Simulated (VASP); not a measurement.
# AlN (P6_3mc) in VASP: single point with HSE06

Aim: the single point of AlN with HSE06.

All numbers are computed with VASP 6.6.1; they aren't measurements. Logs are shortened: lines on timing, memory, paths and dates and some standing lists are left out, and cuts for length are marked.

**1. The cell of the first run**

The structure is hexagonal, space group P6_3mc (No. 186). The conventional cell has a = 3.111 Å, b = 3.111 Å, c = 4.981 Å, α = 90.00°, β = 90.00°, γ = 120.00°. Within 2.5 Å of Al (site symmetry 3m) lie 4 N at 1.89 to 1.90 Å. N (site symmetry 3m) has 4 Al at 1.89 to 1.90 Å within 2.5 Å.

**2. Single point, HSE06**

POSCAR reads:

```
AlN
1.0
    3.1109999993      0.0000000000      0.0000000000
   -1.5554999997      2.6942050306      0.0000000000
    0.0000000000      0.0000000000      4.9810000000
Al N
2 2
Direct
    0.3333333333      0.6666666667      0.0000541313
    0.6666666667      0.3333333333      0.5000541313
    0.3333333333      0.6666666667      0.3819458687
    0.6666666667      0.3333333333      0.8819458687
```

INCAR.step1 reads:

```
SYSTEM = AlN
PREC = Accurate
ENCUT = 520
EDIFF = 1E-5
ISMEAR = 0
SIGMA = 0.03
LREAL = .False.
LASPH = .True.
NELM = 100
ALGO = Normal
ISIF = 2
LWAVE = .True.
LCHARG = .False.
NBANDS = 16
GGA = PE
```

INCAR.step2 reads:

```
SYSTEM = AlN
PREC = Accurate
ENCUT = 520
EDIFF = 1E-6
ISMEAR = 0
SIGMA = 0.03
LREAL = .False.
LASPH = .True.
NELM = 100
ALGO = Normal
ISIF = 2
LWAVE = .False.
LCHARG = .False.
GGA = PE
LHFCALC = .True.
HFSCREEN = 0.2079
PRECFOCK = Normal
NBANDS = 16
ISTART = 1
```

KPOINTS reads:

```
regular mesh
0
Gamma
  6 6 4
  0 0 0
```

Potentials or basis: VASP PAW PBE potentials, release 64 (Al, N).

The run is started by

```console
cat potpaw_PBE.64/Al/POTCAR potpaw_PBE.64/N/POTCAR > POTCAR
cp INCAR.step1 INCAR
mpirun -np 1 vasp_std > vasp.out
cp INCAR.step2 INCAR
mpirun -np 1 vasp_std > vasp.out
```

OUTCAR:

```text
SYSTEM = AlN
   PREC = Accurate
   ENCUT = 520
   EDIFF = 1E-6
   ISMEAR = 0
   LREAL = .False.
   LASPH = .True.
   NELM = 100
   ISIF = 2
   GGA = PE
   LHFCALC = .True.
   HFSCREEN = 0.2079
   PRECFOCK = Normal
   ISTART = 1

 ion  position               nearest neighbor table
   1  0.333  0.667  0.000-   4 1.89   4 1.89   4 1.89   3 1.90   2 3.07   2 3.07   2 3.07   2 3.07
                             2 3.07   2 3.07
   2  0.667  0.333  0.500-   3 1.89   3 1.89   3 1.89   4 1.90   1 3.07   1 3.07   1 3.07   1 3.07
                             1 3.07   1 3.07
   3  0.333  0.667  0.382-   2 1.89   2 1.89   2 1.89   1 1.90
   4  0.667  0.333  0.882-   1 1.89   1 1.89   1 1.89   2 1.90

  LATTYP: Found a hexagonal cell.
 ALAT       =     3.1109999993
 C/A-ratio  =     1.6010928965

  Lattice vectors:

 A1 = (   3.1109999993,   0.0000000000,   0.0000000000)
 A2 = (  -1.5554999997,   2.6942050306,   0.0000000000)
 A3 = (   0.0000000000,   0.0000000000,   4.9810000000)

Analysis of symmetry for initial positions (statically):
=====================================================================
 Subroutine PRICEL returns:
 Original cell was already a primitive cell.

 Routine SETGRP: Setting up the symmetry group for a
 hexagonal supercell.

 Subroutine GETGRP returns: Found 12 space group operations
 (whereof  6 operations were pure point group operations)
 out of a pool of 24 trial point group operations.

The static configuration has the point symmetry C_3v.
 The point group associated with its full space group is C_6v.

Analysis of symmetry for dynamics (positions and initial velocities):
=====================================================================
 Subroutine PRICEL returns:
 Original cell was already a primitive cell.

 Routine SETGRP: Setting up the symmetry group for a
 hexagonal supercell.

 Subroutine GETGRP returns: Found 12 space group operations
 (whereof  6 operations were pure point group operations)
 out of a pool of 24 trial point group operations.

The dynamic configuration has the point symmetry C_3v.
 The point group associated with its full space group is C_6v.

 Subroutine INISYM returns: Found 12 space group operations
 (whereof  6 operations are pure point group operations),
 and found     1 'primitive' translations

----------------------------------------------------------------------------------------

                                     Primitive cell

  volume of cell :      41.7491

  direct lattice vectors                    reciprocal lattice vectors
     3.110999999  0.000000000  0.000000000     0.321440052  0.185583500  0.000000000
    -1.555500000  2.694205031  0.000000000     0.000000000  0.371167001  0.000000000
     0.000000000  0.000000000  4.981000000     0.000000000  0.000000000  0.200762899

  length of vectors
     3.110999999  3.110999999  4.981000000     0.371167001  0.371167001  0.200762899

  position of ions in fractional coordinates (direct lattice)
     0.333333333  0.666666667  0.000054131
     0.666666667  0.333333333  0.500054131
     0.333333333  0.666666667  0.381945869
     0.666666667  0.333333333  0.881945869

  ion indices of the primitive-cell ions
   primitive index   ion index
                 1           1
                 2           2
                 3           3
                 4           4

----------------------------------------------------------------------------------------

 KPOINTS: regular mesh

Automatic generation of k-mesh.
 Grid dimensions read from file:
 generate k-points for:    6    6    4

 Generating k-lattice:

  Cartesian coordinates                     Fractional coordinates (reciprocal lattice)
     0.053573342  0.030930583  0.000000000     0.166666667  0.000000000  0.000000000
     0.000000000  0.061861167  0.000000000     0.000000000  0.166666667  0.000000000
     0.000000000  0.000000000  0.050190725     0.000000000  0.000000000  0.250000000

  Length of vectors
     0.061861167  0.061861167  0.050190725

  Shift w.r.t. Gamma in fractional coordinates (k-lattice)
     0.000000000  0.000000000  0.000000000

 Subroutine IBZKPT returns following result:
 ===========================================

 Found     21 irreducible k-points:

 Following reciprocal coordinates:
            Coordinates               Weight
  0.000000  0.000000  0.000000      1.000000
  0.166667  0.000000  0.000000      6.000000
  0.333333  0.000000  0.000000      6.000000
  0.500000  0.000000  0.000000      3.000000
  0.166667  0.166667  0.000000      6.000000
  0.333333  0.166667  0.000000     12.000000
[... 13 lines left out ...]
  0.333333  0.166667  0.500000     12.000000
  0.333333  0.333333  0.500000      2.000000
   k-points           NKPTS =     21   k-points in BZ     NKDIM =    144   number of bands    NBANDS=     16
   number of dos      NEDOS =    301   number of ions     NIONS =      4
   total plane-waves  NPLWV =  23040
   dimension x,y,z NGX =    24 NGY =   24 NGZ =   40
   dimension x,y,z NGXF=    48 NGYF=   48 NGZF=   80
   ions per type =               2   2
   NGX,Y,Z   is equivalent  to a cutoff of  12.83, 12.83, 13.35 a.u.
   NGXF,Y,Z  is equivalent  to a cutoff of  25.65, 25.65, 26.70 a.u.
 SYSTEM =  AlN
   PREC   = accura    normal or accurate (medium, high low for compatibility)
   ISTART =      1    job   : 0-new  1-cont  2-samecut
   ICHARG =      0    charge: 1-file 2-atom 10-const
   ISPIN  =      1    spin polarized calculation?
   LNONCOLLINEAR =      F non collinear calculations
   LSORBIT =      F    spin-orbit coupling
   LASPH  =      T    aspherical Exc in radial PAW
   ENCUT  =  520.0 eV  38.22 Ry    6.18 a.u.   5.78  5.78  9.26*2*pi/ulx,y,z
   NELM   =    100;   NELMIN=  2; NELMDL=  0     # of ELM steps
   EDIFF  = 0.1E-05   stopping-criterion for ELM
   LREAL  =      F    real-space projection
   EDIFFG = 0.1E-04   stopping-criterion for IOM
   NSW    =      0    number of steps for IOM
   IBRION =     -1    ionic relax: 0-MD 1-quasi-New 2-CG
   NFREE  =      0    steps in history (QN), initial steepest desc. (CG)
   ISIF   =      2    stress and relaxation
   ISYM   =      3    0-nonsym 1-usesym 2-fastsym
   POTIM  = 0.5000    time-step for ionic-motion
   TEBEG  =    0.0;   TEEND  =   0.0 temperature during run
   PSTRESS=    0.0 pullay stress
   NELECT =      16.0000    total number of electrons
   NUPDOWN=      -1.0000    fix difference up-down
   EMIN   =  10.00;   EMAX   =-10.00  energy-range for DOS
   EFERMI =   0.00;   METHOD = LEGACY
   ISMEAR =     0;   SIGMA  =   0.03  broadening in eV -4-tet -1-fermi 0-gaus
   EFERMI_NEDOS =   21; number of points for ismear=-14 and -15
   IALGO  =     38    algorithm
   IMIX   =      1    mixing-type and parameters
     AMIX     =   0.40;   BMIX     =  1.00
     AMIX_MAG =   1.60;   BMIX_MAG =  1.00
  volume/ion in A,a.u.               =      10.44        70.43
  Fermi-wavevector in a.u.,A,eV,Ry     =   1.189138  2.247146 19.239322  1.414050
  Thomas-Fermi vector in A             =   2.325252
   LORBIT       =      0    0 simple, 1 ext, 2 COOP (PROOUT), +10 PAW based schemes
   GGA     = PE    functional components
   LHFCALC =     T    Hartree Fock is set to
   PRECFOCK=normal    Normal, Fast or Accurate (Low or Medium for compatibility)
   ENCUT4O =  -1.0   cutoff for four orbital integrals eV
   NKREDX  =     1    reduce k-point grid by
   NKREDY  =     1    reduce k-point grid by
   NKREDZ  =     1    reduce k-point grid by
   AEXX    =    0.2500 exact exchange contribution
   HFSCREEN=    0.2079 screening length (either q_TF or 0.3 A-1)
   HFSCREENC=   0.2079 screening length for correlation (either q_TF or 0.3 A-1)
   ENCUTFOCK=  -1.0 apply spherical cutoff to Coloumb kernel
   IVDW    =     0    specifies the selected vdW correction
   LEPSILON=     F    determine dielectric tensor
   LRPA    =     F    only Hartree local field effects (RPA)
 non-spin polarized calculation
 Gauss-broadening in eV      SIGMA  =   0.03
  energy-cutoff  :      520.00
  volume of cell :       41.75
 maximum number of plane-waves:      1152
 NGX is ok and might be reduce to    24
  NGX = 18; NGY = 18; NGZ = 28

 number of electron      15.9999997 magnetization

 Free energy of the ion-electron system (eV)
  ---------------------------------------------------
  ext. energy  EPLUGINS =         0.00000000
  ---------------------------------------------------
  free energy    TOTEN  =       -34.89381664 eV

  energy without entropy =      -34.89381664  energy(sigma->0) =      -34.89381664

 E-fermi :   5.4834     XC(G=0):  -8.9972

 val. band max:        5.2548783805   @ k =   0.0000   0.0000   0.0000
 cond. band min:      10.8089145723   @ k =   0.0000   0.0000   0.0000
 fundamental gap:      5.5540361918
 Fermi energy:         5.4833882179

 k-point     1 :       0.0000    0.0000    0.0000
  band No.  band energies     occupation
      1     -11.4560      2.00000
      2      -9.1664      2.00000
      3      -1.2567      2.00000
      4       4.2892      2.00000
      5       4.2892      2.00000
      6       5.0141      2.00000
[... 8 lines left out ...]
     15      20.1311      0.00000
     16      20.1311      0.00000

 k-point     2 :       0.1667    0.0000    0.0000
  band No.  band energies     occupation
      1     -11.0844      2.00000
      2      -8.9654      2.00000
      3      -0.8012      2.00000
      4       2.7778      2.00000
      5       3.6522      2.00000
      6       3.8628      2.00000
[... 8 lines left out ...]
     15      19.3862      0.00000
     16      19.7424      0.00000

 k-point     3 :       0.3333    0.0000    0.0000
  band No.  band energies     occupation
      1     -10.1271      2.00000
      2      -8.6098      2.00000
      3       0.3620      2.00000
      4       0.4558      2.00000
      5       1.6452      2.00000
      6       3.2158      2.00000
[... 8 lines left out ...]
     15      19.1558      0.00000
     16      21.5599      0.00000
[... 305 lines left out ...]
 k-point    20 :       0.3333    0.1667    0.5000
  band No.  band energies     occupation
      1      -8.9802      2.00000
      2      -8.9802      2.00000
      3      -0.3507      2.00000
      4      -0.3507      2.00000
      5       2.4010      2.00000
      6       2.4010      2.00000
[... 8 lines left out ...]
     15      20.5383      0.00000
     16      20.5383      0.00000

 k-point    21 :       0.3333    0.3333    0.5000
  band No.  band energies     occupation
      1      -8.7417      2.00000
      2      -8.7417      2.00000
      3      -0.0087      2.00000
      4      -0.0087      2.00000
      5       1.0743      2.00000
      6       1.0743      2.00000
[... 8 lines left out ...]
     15      20.7661      0.00000
     16      20.7661      0.00000

------------------------ aborting loop because EDIFF is reached ----------------------------------------

  FORCE on cell =-STRESS in cart. coord.  units (eV):
  Direction    XX          YY          ZZ          XY          YZ          ZX
  --------------------------------------------------------------------------------------
  -------------------------------------------------------------------------------------
  Total       -0.3952078     -0.3952078     -0.3762032      0.0000000      0.0000000      0.0000000
  in kB      -15.1666213    -15.1666213    -14.4372969      0.0000000      0.0000000      0.0000000
  external PRESSURE =     -14.9235132 kB  Pullay stress =       0.0000000 kB

 VOLUME and BASIS-vectors are now :
 -----------------------------------------------------------------------------
  energy-cutoff  :      520.00
  volume of cell :       41.75
      direct lattice vectors                 reciprocal lattice vectors
     3.110999999  0.000000000  0.000000000     0.321440052  0.185583500  0.000000000
    -1.555500000  2.694205031  0.000000000     0.000000000  0.371167001  0.000000000
     0.000000000  0.000000000  4.981000000     0.000000000  0.000000000  0.200762899

 POSITION                                       TOTAL-FORCE (eV/Angst)
 -----------------------------------------------------------------------------------
     -0.00000      1.79614      0.00027         0.000000      0.000000      0.002857
      1.55550      0.89807      2.49077         0.000000     -0.000000      0.002857
     -0.00000      1.79614      1.90247        -0.000000      0.000000     -0.002857
      1.55550      0.89807      4.39297        -0.000000     -0.000000     -0.002857
 -----------------------------------------------------------------------------------
    total drift:                                0.000000      0.000000      0.000367

  FREE ENERGIE OF THE ION-ELECTRON SYSTEM (eV)
  ---------------------------------------------------
  free  energy   TOTEN  =       -34.8938166365 eV

  energy  without entropy=      -34.8938166365  energy(sigma->0) =      -34.89381664
```

It took 54 min on 1 thread of Intel Xeon 8259CL, shared host; peak memory 0.24 GiB.

Results:

* Free energy: -34.8938 eV
* Pressure: -1.5 GPa
* Band gap on the k mesh: 5.55 eV

Forces on the atoms (eV/Å):
```
Al   0.000  0.000  0.003
Al   0.000  0.000  0.003
N    0.000  0.000 -0.003
N    0.000  0.000 -0.003
```

Caveat: the PAW data sets were made with another functional, which shifts forces and pressure a little.
